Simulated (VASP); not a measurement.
# SrCa3 (Pm-3m) in VASP: notebook

Runs on SrCa3. Level: LDA. Tasks: single point, relaxation of volume and atoms at fixed shape.

Everything below comes from runs of VASP 6.6.1. Logs are shortened: lines on timing, memory, paths and dates and some standing lists are left out, and cuts for length are marked.

**1. The cell of the first run**

The structure is cubic, space group Pm-3m (No. 221). Conventional cell: a = 5.454 Å, b = 5.454 Å, c = 5.454 Å, α = 90.00°, β = 90.00°, γ = 90.00°. Sr (site symmetry m-3m) has 12 Ca at 3.86 Å within 5.1 Å. Ca (site symmetry 4/mmm) has 4 Sr at 3.86 Å and 8 Ca at 3.86 Å within 5.1 Å.

**2. Single point, LDA**

File INCAR:

```
PREC = Accurate
ENCUT = 520
EDIFF = 1E-6
ISMEAR = -1
SIGMA = 0.05
LREAL = False
LASPH = True
NELM = 80
ALGO = Normal
ISIF = 2
LWAVE = False
LCHARG = False
GGA = CA
NBANDS = 28
```

File KPOINTS:

```
Automatic mesh
0
Gamma
  8 8 8
```

File POSCAR:

```
SrCa3
1.0
    5.4541560771      0.0000000000      0.0000000000
    0.0000000000      5.4541560771      0.0000000000
    0.0000000000      0.0000000000      5.4541560771
Sr Ca
1 3
Direct
    0.0000000000      0.0000000000      0.0000000000
    0.0000000000      0.5000000000      0.5000000000
    0.5000000000      0.0000000000      0.5000000000
    0.5000000000      0.5000000000      0.0000000000
```

Potentials or basis: VASP PAW LDA potentials, release 64 (Sr_sv, Ca_sv).

The run is started by

```bash
> cat potpaw_LDA.64/Sr_sv/POTCAR potpaw_LDA.64/Ca_sv/POTCAR > POTCAR
> mpirun -np 1 vasp_std > vasp.out
```

OUTCAR:

```text
PREC = Accurate
   ENCUT = 520
   EDIFF = 1E-6
   ISMEAR = -1
   LREAL = False
   LASPH = True
   NELM = 80
   ISIF = 2
   GGA = CA

 ion  position               nearest neighbor table
   1  0.000  0.000  0.000-   2 3.86   3 3.86   4 3.86   2 3.86   3 3.86   2 3.86   4 3.86   2 3.86
                             3 3.86   4 3.86   3 3.86   4 3.86
   2  0.000  0.500  0.500-   1 3.86   1 3.86   1 3.86   1 3.86
   3  0.500  0.000  0.500-   1 3.86   1 3.86   1 3.86   1 3.86
   4  0.500  0.500  0.000-   1 3.86   1 3.86   1 3.86   1 3.86

  LATTYP: Found a simple cubic cell.
 ALAT       =     5.4541560771

  Lattice vectors:

 A1 = (   5.4541560771,   0.0000000000,   0.0000000000)
 A2 = (   0.0000000000,   5.4541560771,   0.0000000000)
 A3 = (   0.0000000000,   0.0000000000,   5.4541560771)

Analysis of symmetry for initial positions (statically):
=====================================================================
 Subroutine PRICEL returns:
 Original cell was already a primitive cell.

 Routine SETGRP: Setting up the symmetry group for a
 simple cubic supercell.

 Subroutine GETGRP returns: Found 48 space group operations
 (whereof 48 operations were pure point group operations)
 out of a pool of 48 trial point group operations.

The static configuration has the point symmetry O_h .

Analysis of symmetry for dynamics (positions and initial velocities):
=====================================================================
 Subroutine PRICEL returns:
 Original cell was already a primitive cell.

 Routine SETGRP: Setting up the symmetry group for a
 simple cubic supercell.

 Subroutine GETGRP returns: Found 48 space group operations
 (whereof 48 operations were pure point group operations)
 out of a pool of 48 trial point group operations.

The dynamic configuration has the point symmetry O_h .

 Subroutine INISYM returns: Found 48 space group operations
 (whereof 48 operations are pure point group operations),
 and found     1 'primitive' translations

----------------------------------------------------------------------------------------

                                     Primitive cell

  volume of cell :     162.2492

  direct lattice vectors                    reciprocal lattice vectors
     5.454156077  0.000000000  0.000000000     0.183346422  0.000000000  0.000000000
     0.000000000  5.454156077  0.000000000     0.000000000  0.183346422  0.000000000
     0.000000000  0.000000000  5.454156077     0.000000000  0.000000000  0.183346422

  length of vectors
     5.454156077  5.454156077  5.454156077     0.183346422  0.183346422  0.183346422

  position of ions in fractional coordinates (direct lattice)
     0.000000000  0.000000000  0.000000000
     0.000000000  0.500000000  0.500000000
     0.500000000  0.000000000  0.500000000
     0.500000000  0.500000000  0.000000000

  ion indices of the primitive-cell ions
   primitive index   ion index
                 1           1
                 2           2
                 3           3
                 4           4

----------------------------------------------------------------------------------------

 KPOINTS: Automatic mesh

Automatic generation of k-mesh.
 Grid dimensions read from file:
 generate k-points for:    8    8    8

 Generating k-lattice:

  Cartesian coordinates                     Fractional coordinates (reciprocal lattice)
     0.022918303  0.000000000  0.000000000     0.125000000  0.000000000  0.000000000
     0.000000000  0.022918303  0.000000000     0.000000000  0.125000000  0.000000000
     0.000000000  0.000000000  0.022918303     0.000000000  0.000000000  0.125000000

  Length of vectors
     0.022918303  0.022918303  0.022918303

  Shift w.r.t. Gamma in fractional coordinates (k-lattice)
     0.000000000  0.000000000  0.000000000

 Subroutine IBZKPT returns following result:
 ===========================================

 Found     35 irreducible k-points:

 Following reciprocal coordinates:
            Coordinates               Weight
  0.000000  0.000000  0.000000      1.000000
  0.125000  0.000000  0.000000      6.000000
  0.250000  0.000000  0.000000      6.000000
  0.375000  0.000000  0.000000      6.000000
  0.500000  0.000000  0.000000      3.000000
  0.125000  0.125000  0.000000     12.000000
[... 16 lines left out ...]
  0.375000  0.375000  0.125000     24.000000
  0.500000  0.375000  0.125000     24.000000
 [... further k-points ...]
   k-points           NKPTS =     35   k-points in BZ     NKDIM =     35   number of bands    NBANDS=     28
   number of dos      NEDOS =    301   number of ions     NIONS =      4
   total plane-waves  NPLWV =  74088
   dimension x,y,z NGX =    42 NGY =   42 NGZ =   42
   dimension x,y,z NGXF=    84 NGYF=   84 NGZF=   84
   ions per type =               1   3
   NGX,Y,Z   is equivalent  to a cutoff of  12.80, 12.80, 12.80 a.u.
   NGXF,Y,Z  is equivalent  to a cutoff of  25.60, 25.60, 25.60 a.u.
 SYSTEM =  unknown system
   PREC   = accura    normal or accurate (medium, high low for compatibility)
   ISTART =      0    job   : 0-new  1-cont  2-samecut
   ICHARG =      2    charge: 1-file 2-atom 10-const
   ISPIN  =      1    spin polarized calculation?
   LNONCOLLINEAR =      F non collinear calculations
   LSORBIT =      F    spin-orbit coupling
   LASPH  =      T    aspherical Exc in radial PAW
   ENCUT  =  520.0 eV  38.22 Ry    6.18 a.u.  10.14 10.14 10.14*2*pi/ulx,y,z
   NELM   =     80;   NELMIN=  2; NELMDL= -5     # of ELM steps
   EDIFF  = 0.1E-05   stopping-criterion for ELM
   LREAL  =      F    real-space projection
   EDIFFG = 0.1E-04   stopping-criterion for IOM
   NSW    =      0    number of steps for IOM
   IBRION =     -1    ionic relax: 0-MD 1-quasi-New 2-CG
   NFREE  =      0    steps in history (QN), initial steepest desc. (CG)
   ISIF   =      2    stress and relaxation
   ISYM   =      2    0-nonsym 1-usesym 2-fastsym
   POTIM  = 0.5000    time-step for ionic-motion
   TEBEG  =    0.0;   TEEND  =   0.0 temperature during run
   PSTRESS=    0.0 pullay stress
   NELECT =      40.0000    total number of electrons
   NUPDOWN=      -1.0000    fix difference up-down
   EMIN   =  10.00;   EMAX   =-10.00  energy-range for DOS
   EFERMI =   0.00;   METHOD = LEGACY
   ISMEAR =    -1;   SIGMA  =   0.05  broadening in eV -4-tet -1-fermi 0-gaus
   EFERMI_NEDOS =   21; number of points for ismear=-14 and -15
   IALGO  =     38    algorithm
   IMIX   =      4    mixing-type and parameters
     AMIX     =   0.40;   BMIX     =  1.00
     AMIX_MAG =   1.60;   BMIX_MAG =  1.00
  volume/ion in A,a.u.               =      40.56       273.73
  Fermi-wavevector in a.u.,A,eV,Ry     =   1.026520  1.939841 14.337038  1.053743
  Thomas-Fermi vector in A             =   2.160417
   LORBIT       =      0    0 simple, 1 ext, 2 COOP (PROOUT), +10 PAW based schemes
   GGA     = CA    functional components
   LHFCALC =     F    Hartree Fock is set to
   AEXX    =    0.0000 exact exchange contribution
   IVDW    =     0    specifies the selected vdW correction
   LEPSILON=     F    determine dielectric tensor
   LRPA    =     F    only Hartree local field effects (RPA)
 non-spin polarized calculation
  energy-cutoff  :      520.00
  volume of cell :      162.25
 maximum number of plane-waves:      4416
 NGX is ok and might be reduce to    42
   NGX = 21   NGY = 21   NGZ = 21

 number of electron      40.0000015 magnetization

 Free energy of the ion-electron system (eV)
  ---------------------------------------------------
  ext. energy  EPLUGINS =         0.00000000
  ---------------------------------------------------
  free energy    TOTEN  =        -8.48351738 eV

  energy without entropy =       -8.43880721  energy(sigma->0) =       -8.46116230

 E-fermi :   2.1239     XC(G=0):  -8.2140

 val. band max:        2.1117639090   @ k =   0.3750   0.1250   0.0000
 cond. band min:       2.1274895733   @ k =   0.3750   0.2500   0.1250
 fundamental gap:      0.0157256643
 Fermi energy:         2.1238855548

 k-point     1 :       0.0000    0.0000    0.0000
  band No.  band energies     occupation
      1     -39.3435      2.00000
      2     -39.3257      2.00000
      3     -39.3257      2.00000
      4     -33.7570      2.00000
      5     -20.6890      2.00000
      6     -20.6890      2.00000
[... 20 lines left out ...]
     27       4.4172      0.00000
     28       4.4172      0.00000

 k-point     2 :       0.1250    0.0000    0.0000
  band No.  band energies     occupation
      1     -39.3429      2.00000
      2     -39.3263      2.00000
      3     -39.3257      2.00000
      4     -33.7570      2.00000
      5     -20.6864      2.00000
      6     -20.6864      2.00000
[... 20 lines left out ...]
     27       4.3111      0.00000
     28       4.4587      0.00000

 k-point     3 :       0.2500    0.0000    0.0000
  band No.  band energies     occupation
      1     -39.3412      2.00000
      2     -39.3280      2.00000
      3     -39.3257      2.00000
      4     -33.7570      2.00000
      5     -20.6795      2.00000
      6     -20.6795      2.00000
[... 20 lines left out ...]
     27       4.0289      0.00000
     28       4.5838      0.00000

 k-point     4 :       0.3750    0.0000    0.0000
  band No.  band energies     occupation
      1     -39.3389      2.00000
      2     -39.3302      2.00000
      3     -39.3257      2.00000
      4     -33.7569      2.00000
      5     -20.6709      2.00000
      6     -20.6709      2.00000
[... 578 lines left out ...]
     27       4.0385      0.00000
     28       4.1320      0.00000

 k-point    23 :       0.3750    0.3750    0.1250
  band No.  band energies     occupation
      1     -39.3350      2.00000
      2     -39.3307      2.00000
      3     -39.3290      2.00000
      4     -33.7569      2.00000
      5     -20.6852      2.00000
      6     -20.6722      2.00000
[... 20 lines left out ...]
     27       3.6229      0.00000
     28       4.2127      0.00000

 k-point    24 :       0.5000    0.3750    0.1250
  band No.  band energies     occupation
      1     -39.3337      2.00000
      2     -39.3316      2.00000
      3     -39.3295      2.00000
      4     -33.7568      2.00000
      5     -20.6820      2.00000
      6     -20.6785      2.00000
[... 20 lines left out ...]
     27       3.8889      0.00000
     28       3.9554      0.00000

 [... further k-points ...]
[... 5 lines left out ...]
  --------------------------------------------------------------------------------------
  -------------------------------------------------------------------------------------
  Total       -0.0268277     -0.0268277     -0.0268277     -0.0000000     -0.0000000     -0.0000000
  in kB       -0.2649183     -0.2649183     -0.2649183     -0.0000000     -0.0000000     -0.0000000
  external PRESSURE =      -0.2649183 kB  Pullay stress =       0.0000000 kB

 VOLUME and BASIS-vectors are now :
 -----------------------------------------------------------------------------
  energy-cutoff  :      520.00
  volume of cell :      162.25
      direct lattice vectors                 reciprocal lattice vectors
     5.454156077  0.000000000  0.000000000     0.183346422  0.000000000  0.000000000
     0.000000000  5.454156077  0.000000000     0.000000000  0.183346422  0.000000000
     0.000000000  0.000000000  5.454156077     0.000000000  0.000000000  0.183346422

 POSITION                                       TOTAL-FORCE (eV/Angst)
 -----------------------------------------------------------------------------------
      0.00000      0.00000      0.00000         0.000000      0.000000      0.000000
      0.00000      2.72708      2.72708         0.000000      0.000000      0.000000
      2.72708      0.00000      2.72708         0.000000      0.000000      0.000000
      2.72708      2.72708      0.00000         0.000000      0.000000      0.000000
 -----------------------------------------------------------------------------------
    total drift:                                0.000000     -0.000000     -0.000000

  FREE ENERGIE OF THE ION-ELECTRON SYSTEM (eV)
  ---------------------------------------------------
  free  energy   TOTEN  =        -8.4835173818 eV

  energy  without entropy=       -8.4388072089  energy(sigma->0) =       -8.46116230
```

Wall time 1.7 min (1 thread of Oxide Virtual Turin-like, shared host); peak memory 0.26 GiB.

Results:

| Property | Result |
| --- | --- |
| Free energy | -8.4835 eV |
| Pressure | 0.0 GPa |
| Band gap on the k mesh | zero (band 20 reaches 2.31 eV, above the bottom of band 21 at 1.98 eV) |

Levels at points of the mesh, in eV from the Fermi level:
```csv
k point,band 18,band 19,band 20,band 21,band 22,band 23
"(0.00, 0.00, 0.00)",-0.77,-0.77,-0.49,0.34,0.34,0.34
"(0.50, 0.00, 0.00)",-2.66,-0.07,0.19,0.55,0.55,0.81
"(0.50, 0.50, 0.00)",-1.41,-1.41,-1.40,0.81,0.81,0.85
"(0.50, 0.50, 0.50)",-1.24,-1.24,-0.86,-0.14,0.16,0.16
```

**3. Relaxation of volume and atoms at fixed shape, LDA**

This run uses another cell than the first one, of 46.71 Å³/atom, 1.152 times its volume.

File INCAR:

```
  PREC = Accurate
  ENCUT = 600
  EDIFF = 1E-7
  ISMEAR = -1
  SIGMA = 0.05
  LREAL = F
  LASPH = T
  NELM = 100
  ALGO = Normal
  ISIF = 8
  LWAVE = F
  LCHARG = F
  IBRION = 2
  NSW = 80
  EDIFFG = -0.01
```

KPOINTS is that of step 2.

File POSCAR:

```
SrCa3
1.0
    5.7167700000      0.0000000000      0.0000000000
    0.0000000000      5.7167700000      0.0000000000
    0.0000000000      0.0000000000      5.7167700000
Sr Ca
1 3
Direct
    0.0000000000      0.0000000000      0.0000000000
    0.0000000000      0.5000000000      0.5000000000
    0.5000000000      0.0000000000      0.5000000000
    0.5000000000      0.5000000000      0.0000000000
```

Potentials or basis: VASP PAW LDA potentials, release 64 (Sr_sv, Ca_sv).

The run is started by

```bash
> cat potpaw_LDA.64/Sr_sv/POTCAR potpaw_LDA.64/Ca_sv/POTCAR > POTCAR
> mpirun -np 1 vasp_std > vasp.out
```

Run time: 10 min. Hardware: 1 thread of Oxide Virtual Turin-like, shared host; peak memory 0.36 GiB.

It converged, with:

* Free energy: -8.4849 eV
* Relaxed volume: 40.54 Å³/atom
* Relaxed cell: a = 5.453 Å, b = 5.453 Å, c = 5.453 Å, α = 90.00°, β = 90.00°, γ = 90.00°
* Space group after relaxing (to 0.05 Å): Pm-3m (No. 221)
* Energy gained by relaxing: 41.9 meV/atom
* Ionic steps: 4
* Pressure after relaxing: 0.0 GPa
* Band gap on the k mesh: zero (band 20 reaches 2.31 eV, above the bottom of band 21 at 1.99 eV)

Step by step:
```csv
step,energy change (eV),largest force (eV/Å),pressure (GPa),volume (Å³)
1,0.0000,0.0000,-1.97,186.83
2,-0.1392,0.0000,-0.91,171.73
3,-0.1672,0.0000,-0.11,163.21
4,-0.1675,0.0000,0.00,162.16
```

Final structure:
```yaml
crystal:
  lattice:
    - [5.45317, 0.00000, 0.00000]
    - [0.00000, 5.45317, 0.00000]
    - [0.00000, 0.00000, 5.45317]
  atoms:
    - { symbol: Sr, position: [0.00000, 0.00000, 0.00000] }
    - { symbol: Ca, position: [0.00000, 0.50000, 0.50000] }
    - { symbol: Ca, position: [0.50000, 0.00000, 0.50000] }
    - { symbol: Ca, position: [0.50000, 0.50000, 0.00000] }
```

Levels at points of the mesh, in eV from the Fermi level:
| k point | band 18 | band 19 | band 20 | band 21 | band 22 | band 23 |
| --- | --- | --- | --- | --- | --- | --- |
| (0.00, 0.00, 0.00) | -0.77 | -0.77 | -0.49 | 0.34 | 0.34 | 0.34 |
| (0.50, 0.00, 0.00) | -2.66 | -0.07 | 0.19 | 0.55 | 0.55 | 0.81 |
| (0.50, 0.50, 0.00) | -1.41 | -1.41 | -1.40 | 0.81 | 0.81 | 0.85 |
| (0.50, 0.50, 0.50) | -1.24 | -1.24 | -0.86 | -0.14 | 0.16 | 0.16 |
